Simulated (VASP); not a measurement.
# Al (Fm-3m) in VASP: a series of runs, part 2 of 2

VASP 6.6.1.

### 3 Relaxation of cell and atoms, PBEsol

This run uses another cell than the first one, of 16.60 Å³/atom.

INCAR reads:

```
SYSTEM = Al
PREC = Accurate ; ENCUT = 600
EDIFF = 1E-6 ; ISMEAR = -1
SIGMA = 0.1 ; LREAL = .False.
LASPH = .True. ; NELM = 80
ALGO = Normal ; ISIF = 3
LWAVE = .False. ; LCHARG = .False.
GGA = PS ; IBRION = 2
NSW = 80 ; EDIFFG = -0.03
```

KPOINTS reads:

```
Automatic mesh
0
Gamma
  9 9 9
  0 0 0
```

POSCAR reads:

```
Al
1.0
    0.0000000000      2.0248050000      2.0248050000
    2.0248050000      0.0000000000      2.0248050000
    2.0248050000      2.0248050000      0.0000000000
Al
1
Direct
    0.0000000000      0.0000000000      0.0000000000
```

Potentials or basis: VASP PAW PBE potentials, release 64 (Al).

Command:

```console
> cat potpaw_PBE.64/Al/POTCAR > POTCAR
> mpirun -np 1 vasp_std > vasp.out
```

OUTCAR:

```text
SYSTEM = Al
   PREC = Accurate
   ENCUT = 600
   EDIFF = 1E-6
   ISMEAR = -1
   LREAL = .False.
   LASPH = .True.
   NELM = 80
   ISIF = 3
   GGA = PS
   IBRION = 2
   NSW = 80
   EDIFFG = -0.03

 ion  position               nearest neighbor table
   1  0.000  0.000  0.000-

  LATTYP: Found a face centered cubic cell.
 ALAT       =     4.0496100000

  Lattice vectors:

 A1 = (   0.0000000000,   2.0248050000,   2.0248050000)
 A2 = (   2.0248050000,   0.0000000000,   2.0248050000)
 A3 = (   2.0248050000,   2.0248050000,   0.0000000000)

Analysis of symmetry for initial positions (statically):
=====================================================================
 Subroutine PRICEL returns:
 Original cell was already a primitive cell.

 Routine SETGRP: Setting up the symmetry group for a
 face centered cubic supercell.

 Subroutine GETGRP returns: Found 48 space group operations
 (whereof 48 operations were pure point group operations)
 out of a pool of 48 trial point group operations.

The static configuration has the point symmetry O_h .

Analysis of symmetry for dynamics (positions and initial velocities):
=====================================================================
 Subroutine PRICEL returns:
 Original cell was already a primitive cell.

 Routine SETGRP: Setting up the symmetry group for a
 face centered cubic supercell.

 Subroutine GETGRP returns: Found 48 space group operations
 (whereof 48 operations were pure point group operations)
 out of a pool of 48 trial point group operations.

The dynamic configuration has the point symmetry O_h .

 Subroutine INISYM returns: Found 48 space group operations
 (whereof 48 operations are pure point group operations),
 and found     1 'primitive' translations

----------------------------------------------------------------------------------------

                                     Primitive cell

  volume of cell :      16.6027

  direct lattice vectors                    reciprocal lattice vectors
     0.000000000  2.024805000  2.024805000    -0.246937359  0.246937359  0.246937359
     2.024805000  0.000000000  2.024805000     0.246937359 -0.246937359  0.246937359
     2.024805000  2.024805000  0.000000000     0.246937359  0.246937359 -0.246937359

  length of vectors
     2.863506692  2.863506692  2.863506692     0.427708053  0.427708053  0.427708053

  position of ions in fractional coordinates (direct lattice)
     0.000000000  0.000000000  0.000000000

  ion indices of the primitive-cell ions
   primitive index   ion index
                 1           1

----------------------------------------------------------------------------------------

 KPOINTS: Automatic mesh

Automatic generation of k-mesh.
 Grid dimensions read from file:
 generate k-points for:    9    9    9

 Generating k-lattice:

  Cartesian coordinates                     Fractional coordinates (reciprocal lattice)
    -0.027437484  0.027437484  0.027437484     0.111111111  0.000000000  0.000000000
     0.027437484 -0.027437484  0.027437484     0.000000000  0.111111111  0.000000000
     0.027437484  0.027437484 -0.027437484     0.000000000  0.000000000  0.111111111

  Length of vectors
     0.047523117  0.047523117  0.047523117

  Shift w.r.t. Gamma in fractional coordinates (k-lattice)
     0.000000000  0.000000000  0.000000000

 Subroutine IBZKPT returns following result:
 ===========================================

 Found     35 irreducible k-points:

 Following reciprocal coordinates:
            Coordinates               Weight
  0.000000  0.000000  0.000000      1.000000
  0.111111  0.000000  0.000000      8.000000
  0.222222  0.000000  0.000000      8.000000
  0.333333  0.000000  0.000000      8.000000
  0.444444  0.000000  0.000000      8.000000
  0.111111  0.111111  0.000000      6.000000
[... 16 lines left out ...]
 -0.333333  0.333333  0.000000     12.000000
  0.444444  0.444444  0.000000      6.000000
 [... further k-points ...]
   k-points           NKPTS =     35   k-points in BZ     NKDIM =     35   number of bands    NBANDS=      5
   number of dos      NEDOS =    301   number of ions     NIONS =      1
   total plane-waves  NPLWV =  13824
   dimension x,y,z NGX =    24 NGY =   24 NGZ =   24
   dimension x,y,z NGXF=    48 NGYF=   48 NGZF=   48
   ions per type =               1
   NGX,Y,Z   is equivalent  to a cutoff of  13.93, 13.93, 13.93 a.u.
   NGXF,Y,Z  is equivalent  to a cutoff of  27.87, 27.87, 27.87 a.u.
 SYSTEM =  Al
   PREC   = accura    normal or accurate (medium, high low for compatibility)
   ISTART =      0    job   : 0-new  1-cont  2-samecut
   ICHARG =      2    charge: 1-file 2-atom 10-const
   ISPIN  =      1    spin polarized calculation?
   LNONCOLLINEAR =      F non collinear calculations
   LSORBIT =      F    spin-orbit coupling
   LASPH  =      T    aspherical Exc in radial PAW
   ENCUT  =  600.0 eV  44.10 Ry    6.64 a.u.   5.72  5.72  5.72*2*pi/ulx,y,z
   NELM   =     80;   NELMIN=  2; NELMDL= -5     # of ELM steps
   EDIFF  = 0.1E-05   stopping-criterion for ELM
   LREAL  =      F    real-space projection
   EDIFFG = -.3E-01   stopping-criterion for IOM
   NSW    =     80    number of steps for IOM
   IBRION =      2    ionic relax: 0-MD 1-quasi-New 2-CG
   NFREE  =      1    steps in history (QN), initial steepest desc. (CG)
   ISIF   =      3    stress and relaxation
   ISYM   =      2    0-nonsym 1-usesym 2-fastsym
   POTIM  = 0.5000    time-step for ionic-motion
   TEBEG  =    0.0;   TEEND  =   0.0 temperature during run
   PSTRESS=    0.0 pullay stress
   NELECT =       3.0000    total number of electrons
   NUPDOWN=      -1.0000    fix difference up-down
   EMIN   =  10.00;   EMAX   =-10.00  energy-range for DOS
   EFERMI =   0.00;   METHOD = LEGACY
   ISMEAR =    -1;   SIGMA  =   0.10  broadening in eV -4-tet -1-fermi 0-gaus
   EFERMI_NEDOS =   21; number of points for ismear=-14 and -15
   IALGO  =     38    algorithm
   IMIX   =      4    mixing-type and parameters
     AMIX     =   0.40;   BMIX     =  1.00
     AMIX_MAG =   1.60;   BMIX_MAG =  1.00
  volume/ion in A,a.u.               =      16.60       112.04
  Fermi-wavevector in a.u.,A,eV,Ry     =   0.925526  1.748991 11.654733  0.856599
  Thomas-Fermi vector in A             =   2.051390
   LORBIT       =      0    0 simple, 1 ext, 2 COOP (PROOUT), +10 PAW based schemes
   GGA     = PS    functional components
   LHFCALC =     F    Hartree Fock is set to
   AEXX    =    0.0000 exact exchange contribution
   IVDW    =     0    specifies the selected vdW correction
   LEPSILON=     F    determine dielectric tensor
   LRPA    =     F    only Hartree local field effects (RPA)
 conjugate gradient relaxation of ions
 non-spin polarized calculation
  energy-cutoff  :      600.00
  volume of cell :       16.60
 maximum number of plane-waves:       562
   NGX = 11   NGY = 11   NGZ = 11

--------------------------------------- Ionic step        1  -------------------------------------------

 number of electron       3.0000000 magnetization

 Free energy of the ion-electron system (eV)
  ---------------------------------------------------
  ext. energy  EPLUGINS =         0.00000000
  ---------------------------------------------------
  free energy    TOTEN  =        -4.06915911 eV

  energy without entropy =       -4.05119187  energy(sigma->0) =       -4.06017549

------------------------ aborting loop because EDIFF is reached ----------------------------------------

  FORCE on cell =-STRESS in cart. coord.  units (eV):
  Direction    XX          YY          ZZ          XY          YZ          ZX
  --------------------------------------------------------------------------------------
  -------------------------------------------------------------------------------------
  Total       -0.1763017     -0.1763017     -0.1763017     -0.0000000     -0.0000000      0.0000000
  in kB      -17.0132575    -17.0132575    -17.0132575     -0.0000000     -0.0000000      0.0000000
  external PRESSURE =     -17.0132575 kB  Pullay stress =       0.0000000 kB
[... 57 lines left out ...]
--------------------------------------- Ionic step        3  -------------------------------------------

 number of electron       3.0000000 magnetization

 Free energy of the ion-electron system (eV)
  ---------------------------------------------------
  ext. energy  EPLUGINS =         0.00000000
  ---------------------------------------------------
  free energy    TOTEN  =        -4.07111365 eV

  energy without entropy =       -4.05300212  energy(sigma->0) =       -4.06205789

 E-fermi :   8.0898     XC(G=0): -10.3140

 val. band max:        7.9764581602   @ k =   0.4444   0.4444   0.0000
 cond. band min:       8.1153831883   @ k =  -0.4444   0.3333   0.1111
 fundamental gap:      0.1389250281
 Fermi energy:         8.0898134552

 k-point     1 :       0.0000    0.0000    0.0000
  band No.  band energies     occupation
      1      -3.1239      2.00000
      2      20.7978      0.00000
      3      20.7978      0.00000
      4      20.7978      0.00000
      5      22.4090      0.00000
[... 177 lines left out ...]
 k-point    24 :       0.4444    0.4444    0.0000
  band No.  band energies     occupation
      1       3.8796      2.00000
      2       7.9765      1.51299
      3      13.4837      0.00000
      4      13.8712      0.00000
      5      13.8712      0.00000

 [... further k-points ...]
[... 5 lines left out ...]
  --------------------------------------------------------------------------------------
  -------------------------------------------------------------------------------------
  Total        0.0002389      0.0002389      0.0002389      0.0000000      0.0000000     -0.0000000
  in kB        0.0235697      0.0235697      0.0235697      0.0000000      0.0000000     -0.0000000
  external PRESSURE =       0.0235697 kB  Pullay stress =       0.0000000 kB
[... 16 lines left out ...]
  FREE ENERGIE OF THE ION-ELECTRON SYSTEM (eV)
  ---------------------------------------------------
  free  energy   TOTEN  =        -4.0711136459 eV

  energy  without entropy=       -4.0530021250  energy(sigma->0) =       -4.06205789

 reached required accuracy - stopping structural energy minimisation
```

OSZICAR:

```text
N       E                     dE             d eps       ncg     rms          rms(c)
DAV:   1    -0.183497976123E+01   -0.18350E+01   -0.98842E+02   355   0.394E+02
DAV:   2    -0.406655643757E+01   -0.22316E+01   -0.21824E+01   465   0.333E+01
DAV:   3    -0.409720657407E+01   -0.30650E-01   -0.30316E-01   455   0.400E+00
DAV:   4    -0.409733011658E+01   -0.12354E-03   -0.12354E-03   475   0.249E-01
[... 13 lines left out ...]
       N       E                     dE             d eps       ncg     rms          rms(c)
DAV:   1    -0.407112000011E+01   -0.61746E-04   -0.64252E-04   455   0.163E-01    0.220E-02
DAV:   2    -0.407111642054E+01    0.35796E-05   -0.42756E-06   365   0.181E-02    0.791E-03
DAV:   3    -0.407111394598E+01    0.24746E-05   -0.74149E-07   225   0.535E-03    0.231E-03
DAV:   4    -0.407111364590E+01    0.30007E-06   -0.10979E-07   175   0.235E-03
   3 F= -.40711136E+01 E0= -.40620579E+01  d E =-.195454E-02
```

Run time: 2.8 s. Hardware: 1 thread of Intel Xeon 6975P-C (Granite Rapids), shared host; peak memory 0.13 GiB.

Results:

```
Free energy                           : -4.0711 eV
Relaxed volume                        : 16.24 Å³/atom
Relaxed cell                          : a = 2.843 Å, b = 2.843 Å, c = 2.843 Å, α = 60.00°, β = 60.00°, γ = 60.00°
Space group after relaxing (to 0.1 Å) : Fm-3m (No. 225)
Energy gained by relaxing             : 2.0 meV/atom
Ionic steps                           : 3
Pressure after relaxing               : 0.0 GPa
Band gap on the k mesh                : zero (an odd number of electrons rules out a gap without spin polarisation)
```

Step by step:
```csv
step,energy change (eV),largest force (eV/Å),pressure (GPa),volume (Å³)
1,0.0000,0.0000,-1.70,16.60
2,-0.0019,0.0000,0.30,16.18
3,-0.0020,0.0000,0.00,16.24
```

Final structure:
```cif
data_structure
_symmetry_space_group_name_H-M 'P 1'
_symmetry_Int_Tables_number 1
_cell_length_a 2.8426
_cell_length_b 2.8426
_cell_length_c 2.8426
_cell_angle_alpha 60.000
_cell_angle_beta 60.000
_cell_angle_gamma 60.000
_cell_volume 16.24
loop_
_atom_site_label
_atom_site_type_symbol
_atom_site_fract_x
_atom_site_fract_y
_atom_site_fract_z
_atom_site_occupancy
Al1 Al 0.00000 0.00000 0.00000 1
```

Levels at points of the mesh, in eV from the Fermi level:
```
           k point  band 1  band 2  band 3  band 4
(0.00, 0.00, 0.00)  -11.21   12.71   12.71   12.71
```

Caveat: the PAW data sets were made with another functional, which shifts forces and pressure a little.

The gap in the log of VASP goes by the Fermi energy; the results here count the filled bands.